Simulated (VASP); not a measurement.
Write the native input for VASP 6.6.1 that does the following.

| Item | Value |
| --- | --- |
| Task | relaxation of the atoms |
| Functional | PBE |
| Potentials or basis | VASP PAW PBE potentials, release 64 (Ti_sv, O) |
| Cutoff | 520 eV |
| k mesh | 5 × 5 × 5 |
| Occupations | fermi-dirac, width 0.02 eV |
| Spin | no spin polarisation |
| Dipole correction | no |
| Further INCAR settings | ALGO = Normal; EDIFF = 1e-06; IBRION = 2; EDIFFG = -0.02; NSW = 80 |

The structure of TiO2 lies in POSCAR:

```
TiO2
1.0
    4.5150000000      0.0000000000      0.0000000000
    0.0000000000      5.4970000000      0.0000000000
    0.0000000000      0.0000000000      4.9390000000
Ti O
4 8
Direct
    0.0000000000      0.1710000000      0.2500000000
    0.5000000000      0.3290000000      0.7500000000
    0.0000000000      0.8290000000      0.7500000000
    0.5000000000      0.6710000000      0.2500000000
    0.2860000000      0.3760000000      0.4120000000
    0.2140000000      0.1240000000      0.9120000000
    0.7860000000      0.1240000000      0.5880000000
    0.7140000000      0.3760000000      0.0880000000
    0.7140000000      0.6240000000      0.5880000000
    0.7860000000      0.8760000000      0.0880000000
    0.2140000000      0.8760000000      0.4120000000
    0.2860000000      0.6240000000      0.9120000000
```

These files were run (other wordings do the same):

INCAR

```
SYSTEM = TiO2
PREC     = Accurate       ! precision mode
ENCUT    = 520            ! plane-wave cutoff, eV
EDIFF    = 1E-6           ! SCF threshold, eV
ISMEAR   = -1             ! smearing method
SIGMA    = 0.02           ! smearing width, eV
LREAL    = .FALSE.        ! projectors in reciprocal space
LASPH    = .TRUE.         ! aspherical terms in the spheres
NELM     = 60             ! most SCF steps
ALGO     = Normal         ! electronic algorithm
ISIF     = 2              ! what is computed and relaxed
LWAVE    = .FALSE.        ! write WAVECAR
LCHARG   = .FALSE.        ! write CHGCAR
GGA      = PE             ! functional
IBRION   = 2              ! ionic algorithm
NSW      = 80             ! ionic steps
EDIFFG   = -0.02          ! ionic threshold
KPAR     = 2
```

KPOINTS

```
Automatic mesh
0
G
  5 5 5
  0 0 0
```

Potentials or basis: VASP PAW PBE potentials, release 64 (Ti_sv, O).

Launch:

```sh
$ cat potpaw_PBE.64/Ti_sv/POTCAR potpaw_PBE.64/O/POTCAR > POTCAR
$ mpirun -np 2 vasp_std > vasp.out
```

Results of the run:

| Quantity | Value |
| --- | --- |
| Energy gained by relaxing | 16.7 meV/atom |
| Ionic steps | 10 |
| Pressure after relaxing | 5.7 GPa |
| Largest force after relaxing | 0.010 eV/Å |
| Band gap on the k mesh | 2.63 eV |

Run time: 9.2 min on 2 MPI ranks on Intel(R) Xeon(R) Platinum 8259CL CPU @ 2.50GHz (Skylake/Cascade Lake), on a shared host, peak memory 0.32 GiB a rank.
